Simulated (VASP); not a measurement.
# SnO (P4/nmm) in VASP: a series of runs

The runs below take SnO through single point, with PBEsol.

All numbers are computed with VASP 6.6.1; they aren't measurements. Logs are shortened: lines on timing, memory, paths and dates and some standing lists are left out, and cuts for length are marked.

**1. The cell of the first run**

The structure is tetragonal, space group P4/nmm (No. 129). The conventional cell has a = 3.805 Å, b = 3.805 Å, c = 4.753 Å, α = 90.00°, β = 90.00°, γ = 90.00°. Within 2.9 Å of Sn (site symmetry 4mm) lie 4 O at 2.22 Å. O (site symmetry -4m2) has 4 Sn at 2.22 Å and 4 O at 2.69 Å within 2.9 Å.

**2. Single point, PBEsol**

INCAR

```
SYSTEM = SnO
PREC = Accurate
ENCUT = 910
EDIFF = 1E-6
ISMEAR = 0
SIGMA = 0.01
LREAL = .FALSE.
LASPH = .TRUE.
NELM = 120
ALGO = Normal
ISIF = 2
LWAVE = .FALSE.
LCHARG = .TRUE.
GGA = PS
LELF = .TRUE.
LVHAR = .TRUE.
NBANDS = 28
GGA_COMPAT = .FALSE.
```

KPOINTS

```
Automatic mesh
0
G
  10 10 8
  0 0 0
```

POSCAR

```
SnO
1.0
    3.8052939825      0.0000000000      0.0000000000
    0.0000000000      3.8052939825      0.0000000000
    0.0000000000      0.0000000000      4.7534315886
Sn O
2 2
Direct
    0.0000000000      0.5000000000      0.2423994222
    0.5000000000      0.0000000000      0.7576005778
    0.5000000000      0.5000000000      0.0000000000
    0.0000000000      0.0000000000      0.0000000000
```

Potentials or basis: VASP PAW PBE potentials, release 64 (Sn_d, O_h).

Command:

```bash
> cat potpaw_PBE.64/Sn_d/POTCAR potpaw_PBE.64/O_h/POTCAR > POTCAR
> mpirun -np 1 vasp_std > vasp.out
```

OUTCAR:

```text
SYSTEM = SnO
   PREC = Accurate
   ENCUT = 910
   EDIFF = 1E-6
   ISMEAR = 0
   LREAL = .FALSE.
   LASPH = .TRUE.
   NELM = 120
   ISIF = 2
   GGA = PS

 ion  position               nearest neighbor table
   1  0.000  0.500  0.242-   3 2.22   4 2.22   4 2.22   3 2.22   2 3.54   2 3.54   2 3.54   2 3.54
                             2 3.64   2 3.64   2 3.64   2 3.64
   2  0.500  0.000  0.758-   3 2.22   4 2.22   3 2.22   4 2.22   1 3.54   1 3.54   1 3.54   1 3.54
                             1 3.64   1 3.64   1 3.64   1 3.64
   3  0.500  0.500  0.000-   1 2.22   2 2.22   2 2.22   1 2.22
   4  0.000  0.000  0.000-   1 2.22   2 2.22   1 2.22   2 2.22

  LATTYP: Found a simple tetragonal cell.
 ALAT       =     3.8052939825
 C/A-ratio  =     1.2491627744

  Lattice vectors:

 A1 = (   3.8052939825,   0.0000000000,   0.0000000000)
 A2 = (   0.0000000000,   3.8052939825,   0.0000000000)
 A3 = (   0.0000000000,   0.0000000000,   4.7534315886)

Analysis of symmetry for initial positions (statically):
=====================================================================
 Subroutine PRICEL returns:
 Original cell was already a primitive cell.

 Routine SETGRP: Setting up the symmetry group for a
 simple tetragonal supercell.

 Subroutine GETGRP returns: Found 16 space group operations
 (whereof  8 operations were pure point group operations)
 out of a pool of 16 trial point group operations.

The static configuration has the point symmetry D_2d.
 The point group associated with its full space group is D_4h.

Analysis of symmetry for dynamics (positions and initial velocities):
=====================================================================
 Subroutine PRICEL returns:
 Original cell was already a primitive cell.

 Routine SETGRP: Setting up the symmetry group for a
 simple tetragonal supercell.

 Subroutine GETGRP returns: Found 16 space group operations
 (whereof  8 operations were pure point group operations)
 out of a pool of 16 trial point group operations.

The dynamic configuration has the point symmetry D_2d.
 The point group associated with its full space group is D_4h.

 Subroutine INISYM returns: Found 16 space group operations
 (whereof  8 operations are pure point group operations),
 and found     1 'primitive' translations

----------------------------------------------------------------------------------------

                                     Primitive cell

  volume of cell :      68.8309

  direct lattice vectors                    reciprocal lattice vectors
     3.805293982  0.000000000  0.000000000     0.262791785  0.000000000  0.000000000
     0.000000000  3.805293982  0.000000000     0.000000000  0.262791785  0.000000000
     0.000000000  0.000000000  4.753431589     0.000000000  0.000000000  0.210374333

  length of vectors
     3.805293982  3.805293982  4.753431589     0.262791785  0.262791785  0.210374333

  position of ions in fractional coordinates (direct lattice)
     0.000000000  0.500000000  0.242399422
     0.500000000  0.000000000  0.757600578
     0.500000000  0.500000000  0.000000000
     0.000000000  0.000000000  0.000000000

  ion indices of the primitive-cell ions
   primitive index   ion index
                 1           1
                 2           2
                 3           3
                 4           4

----------------------------------------------------------------------------------------

 KPOINTS: Automatic mesh

Automatic generation of k-mesh.
 Grid dimensions read from file:
 generate k-points for:   10   10    8

 Generating k-lattice:

  Cartesian coordinates                     Fractional coordinates (reciprocal lattice)
     0.026279179  0.000000000  0.000000000     0.100000000  0.000000000  0.000000000
     0.000000000  0.026279179  0.000000000     0.000000000  0.100000000  0.000000000
     0.000000000  0.000000000  0.026296792     0.000000000  0.000000000  0.125000000

  Length of vectors
     0.026279179  0.026279179  0.026296792

  Shift w.r.t. Gamma in fractional coordinates (k-lattice)
     0.000000000  0.000000000  0.000000000

 Subroutine IBZKPT returns following result:
 ===========================================

 Found    105 irreducible k-points:

 Following reciprocal coordinates:
            Coordinates               Weight
  0.000000  0.000000  0.000000      1.000000
  0.100000  0.000000  0.000000      4.000000
  0.200000  0.000000  0.000000      4.000000
  0.300000  0.000000  0.000000      4.000000
  0.400000  0.000000  0.000000      4.000000
  0.500000  0.000000  0.000000      2.000000
[... 16 lines left out ...]
  0.100000  0.000000  0.125000      8.000000
  0.200000  0.000000  0.125000      8.000000
 [... further k-points ...]
   k-points           NKPTS =    105   k-points in BZ     NKDIM =    105   number of bands    NBANDS=     28
   number of dos      NEDOS =    301   number of ions     NIONS =      4
   total plane-waves  NPLWV =  76800
   dimension x,y,z NGX =    40 NGY =   40 NGZ =   48
   dimension x,y,z NGXF=    80 NGYF=   80 NGZF=   96
   ions per type =               2   2
   NGX,Y,Z   is equivalent  to a cutoff of  17.48, 17.48, 16.79 a.u.
   NGXF,Y,Z  is equivalent  to a cutoff of  34.95, 34.95, 33.57 a.u.
 SYSTEM =  SnO
   PREC   = accura    normal or accurate (medium, high low for compatibility)
   ISTART =      0    job   : 0-new  1-cont  2-samecut
   ICHARG =      2    charge: 1-file 2-atom 10-const
   ISPIN  =      1    spin polarized calculation?
   LNONCOLLINEAR =      F non collinear calculations
   LSORBIT =      F    spin-orbit coupling
   LASPH  =      T    aspherical Exc in radial PAW
   ENCUT  =  910.0 eV  66.88 Ry    8.18 a.u.   9.36  9.36 11.69*2*pi/ulx,y,z
   NELM   =    120;   NELMIN=  2; NELMDL= -5     # of ELM steps
   EDIFF  = 0.1E-05   stopping-criterion for ELM
   LREAL  =      F    real-space projection
   EDIFFG = 0.1E-04   stopping-criterion for IOM
   NSW    =      0    number of steps for IOM
   IBRION =     -1    ionic relax: 0-MD 1-quasi-New 2-CG
   NFREE  =      0    steps in history (QN), initial steepest desc. (CG)
   ISIF   =      2    stress and relaxation
   ISYM   =      2    0-nonsym 1-usesym 2-fastsym
   POTIM  = 0.5000    time-step for ionic-motion
   TEBEG  =    0.0;   TEEND  =   0.0 temperature during run
   PSTRESS=    0.0 pullay stress
   NELECT =      40.0000    total number of electrons
   NUPDOWN=      -1.0000    fix difference up-down
   EMIN   =  10.00;   EMAX   =-10.00  energy-range for DOS
   EFERMI =   0.00;   METHOD = LEGACY
   ISMEAR =     0;   SIGMA  =   0.01  broadening in eV -4-tet -1-fermi 0-gaus
   EFERMI_NEDOS =   21; number of points for ismear=-14 and -15
   IALGO  =     38    algorithm
   IMIX   =      4    mixing-type and parameters
     AMIX     =   0.40;   BMIX     =  1.00
     AMIX_MAG =   1.60;   BMIX_MAG =  1.00
  volume/ion in A,a.u.               =      17.21       116.12
  Fermi-wavevector in a.u.,A,eV,Ry     =   1.366156  2.581660 25.393669  1.866382
  Thomas-Fermi vector in A             =   2.492321
   LORBIT       =      0    0 simple, 1 ext, 2 COOP (PROOUT), +10 PAW based schemes
   GGA     = PS    functional components
   LHFCALC =     F    Hartree Fock is set to
   AEXX    =    0.0000 exact exchange contribution
   IVDW    =     0    specifies the selected vdW correction
   LEPSILON=     F    determine dielectric tensor
   LRPA    =     F    only Hartree local field effects (RPA)
 non-spin polarized calculation
 Gauss-broadening in eV      SIGMA  =   0.01
  energy-cutoff  :      910.00
  volume of cell :       68.83
 maximum number of plane-waves:      4315
 NGX is ok and might be reduce to    40
   NGX = 19   NGY = 19   NGZ = 23

 number of electron      39.9999998 magnetization

 Free energy of the ion-electron system (eV)
  ---------------------------------------------------
  ext. energy  EPLUGINS =         0.00000000
  ---------------------------------------------------
  free energy    TOTEN  =       -24.22771636 eV

  energy without entropy =      -24.22767308  energy(sigma->0) =      -24.22769472

 E-fermi :   7.4412     XC(G=0): -10.5949

 val. band max:        7.4384072141   @ k =   0.1000   0.0000   0.0000
 cond. band min:       7.5978977855   @ k =   0.5000   0.5000   0.1250
 fundamental gap:      0.1594905714
 Fermi energy:         7.4411698857

 k-point     1 :       0.0000    0.0000    0.0000
  band No.  band energies     occupation
      1     -14.4922      2.00000
      2     -14.0488      2.00000
      3     -14.0488      2.00000
      4     -14.0383      2.00000
      5     -13.9967      2.00000
      6     -13.9940      2.00000
[... 20 lines left out ...]
     27      14.0727      0.00000
     28      14.4234      0.00000

 k-point     2 :       0.1000    0.0000    0.0000
  band No.  band energies     occupation
      1     -14.4866      2.00000
      2     -14.0467      2.00000
      3     -14.0458      2.00000
      4     -14.0372      2.00000
      5     -13.9973      2.00000
      6     -13.9900      2.00000
[... 20 lines left out ...]
     27      14.2168      0.00000
     28      15.2584      0.00000

 k-point     3 :       0.2000    0.0000    0.0000
  band No.  band energies     occupation
      1     -14.4706      2.00000
      2     -14.0896      2.00000
      3     -14.0404      2.00000
      4     -14.0375      2.00000
      5     -14.0097      2.00000
      6     -13.9988      2.00000
[... 20 lines left out ...]
     27      14.4019      0.00000
     28      16.8693      0.00000

 k-point     4 :       0.3000    0.0000    0.0000
  band No.  band energies     occupation
      1     -14.4453      2.00000
      2     -14.1932      2.00000
      3     -14.0301      2.00000
      4     -14.0256      2.00000
      5     -14.0029      2.00000
      6     -14.0004      2.00000
[... 578 lines left out ...]
     27      14.0258      0.00000
     28      14.5501      0.00000

 k-point    23 :       0.1000    0.0000    0.1250
  band No.  band energies     occupation
      1     -14.4838      2.00000
      2     -14.0471      2.00000
      3     -14.0429      2.00000
      4     -14.0370      2.00000
      5     -13.9946      2.00000
      6     -13.9896      2.00000
[... 20 lines left out ...]
     27      14.2482      0.00000
     28      15.3228      0.00000

 k-point    24 :       0.2000    0.0000    0.1250
  band No.  band energies     occupation
      1     -14.4688      2.00000
      2     -14.0979      2.00000
      3     -14.0381      2.00000
      4     -14.0332      2.00000
      5     -14.0116      2.00000
      6     -13.9948      2.00000
[... 20 lines left out ...]
     27      14.5502      0.00000
     28      16.8495      0.00000

 [... further k-points ...]

------------------------ aborting loop because EDIFF is reached ----------------------------------------

  FORCE on cell =-STRESS in cart. coord.  units (eV):
  Direction    XX          YY          ZZ          XY          YZ          ZX
  --------------------------------------------------------------------------------------
  -------------------------------------------------------------------------------------
  Total        0.0362046      0.0362046      0.0384609      0.0000000      0.0000000      0.0000000
  in kB        0.8427334      0.8427334      0.8952549      0.0000000      0.0000000      0.0000000
  external PRESSURE =       0.8602406 kB  Pullay stress =       0.0000000 kB

 VOLUME and BASIS-vectors are now :
 -----------------------------------------------------------------------------
  energy-cutoff  :      910.00
  volume of cell :       68.83
      direct lattice vectors                 reciprocal lattice vectors
     3.805293982  0.000000000  0.000000000     0.262791785  0.000000000  0.000000000
     0.000000000  3.805293982  0.000000000     0.000000000  0.262791785  0.000000000
     0.000000000  0.000000000  4.753431589     0.000000000  0.000000000  0.210374333

 POSITION                                       TOTAL-FORCE (eV/Angst)
 -----------------------------------------------------------------------------------
      0.00000      1.90265      1.15223         0.000000     -0.000000      0.080428
      1.90265      0.00000      3.60120        -0.000000      0.000000     -0.080428
      1.90265      1.90265      0.00000         0.000000      0.000000      0.000000
      0.00000      0.00000      0.00000        -0.000000     -0.000000      0.000000
 -----------------------------------------------------------------------------------
    total drift:                               -0.000000      0.000000      0.000000

  FREE ENERGIE OF THE ION-ELECTRON SYSTEM (eV)
  ---------------------------------------------------
  free  energy   TOTEN  =       -24.2277163604 eV

  energy  without entropy=      -24.2276730793  energy(sigma->0) =      -24.22769472
```

It took 6.5 min on 1 thread of Intel Xeon Platinum 8259CL at 2.50GHz (Skylake/Cascade Lake), shared host; peak memory 0.53 GiB.

What came out:

* Free energy: -24.2277 eV
* Pressure: 0.1 GPa
* Largest force: 0.080 eV/Å
* Band gap on the k mesh: zero (bands 20 and 21 overlap by 0.09 eV)

Forces in eV/Å, atoms in the order of the input:
```
Sn   0.000  0.000  0.080
Sn   0.000  0.000 -0.080
O    0.000  0.000  0.000
O    0.000  0.000  0.000
```

Levels at points of the mesh, in eV from the Fermi level:
| k point | band 16 | band 17 | band 18 | band 19 | band 20 | band 21 | band 22 | band 23 | band 24 | band 25 |
| --- | --- | --- | --- | --- | --- | --- | --- | --- | --- | --- |
| (0.00, 0.00, 0.00) | -6.35 | -3.50 | -3.20 | -3.20 | -0.01 | 2.11 | 4.50 | 4.56 | 4.56 | 5.77 |
| (0.50, 0.00, 0.00) | -5.05 | -4.90 | -4.90 | -2.78 | -2.78 | 3.24 | 3.24 | 5.84 | 5.84 | 6.06 |
| (0.50, 0.50, 0.00) | -5.17 | -2.53 | -2.53 | -1.90 | -1.90 | -0.09 | -0.09 | 4.40 | 4.40 | 7.42 |
| (0.00, 0.00, 0.50) | -3.59 | -3.22 | -3.22 | -3.01 | -2.21 | 1.58 | 2.78 | 2.78 | 3.56 | 8.02 |
| (0.50, 0.00, 0.50) | -5.57 | -4.86 | -4.86 | -1.75 | -1.75 | 2.63 | 2.63 | 5.30 | 5.30 | 6.73 |
| (0.50, 0.50, 0.50) | -5.70 | -2.79 | -2.79 | -2.53 | -2.53 | 2.27 | 2.27 | 4.14 | 4.14 | 5.58 |

Caveat: the cutoff is under 1.25 times the usual one of these potentials, so pressure, stress and relaxed cells hold a basis-set (Pulay) error; semilocal functionals underestimate gaps, so a narrow gap can read as zero; the PAW data sets were made with another functional, which shifts forces and pressure a little; spin-orbit coupling is left out, which moves the levels of the heavy elements.

(Continued in part 2 of 3.)
